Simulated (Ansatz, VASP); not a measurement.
Two plane-wave programs on GaCo

```
CELL_PARAMETERS angstrom
3.04359 0.00000 0.00000
0.00000 3.04359 0.00000
0.00000 0.00000 2.58705
ATOMIC_POSITIONS crystal
Ga 0.50000 0.50000 0.50000
Co 0.00000 0.00000 0.00000
```

Alike in both runs: task single point; functional PBEsol; k mesh 18 × 18 × 18; occupations gaussian, width 0.15 eV; no spin polarisation.

```csv
,VASP,Ansatz
version,VASP 6.6.1,Ansatz 0.2.0
potentials or method,"VASP PAW PBE potentials, release 64 (Ga_d, Co), cutoff 520 eV","scalar-relativistic, plane waves, PAW"
valence electrons in the cell,22,30
```

Ansatz gave:

| Quantity | Value |
| --- | --- |
| gap on the k mesh at the Fermi level (eV) | none |
| pressure (GPa) | -5.7 |
| traceless stress, the component that is largest in VASP (GPa) | 15.74 |

Task: What did VASP give for the same quantities?

Result: gap on the k mesh at the Fermi level (eV): none; pressure (GPa): -5.7; traceless stress, the component that is largest in VASP (GPa): 15.72.

VASP's potentials were made for PBE, not for PBEsol. A gap of «none» marks a metal or a gap that the smearing closes. VASP's potentials hold 22 valence electrons a cell and Ansatz's 30, so a difference there can come from the potentials and not from the codes.
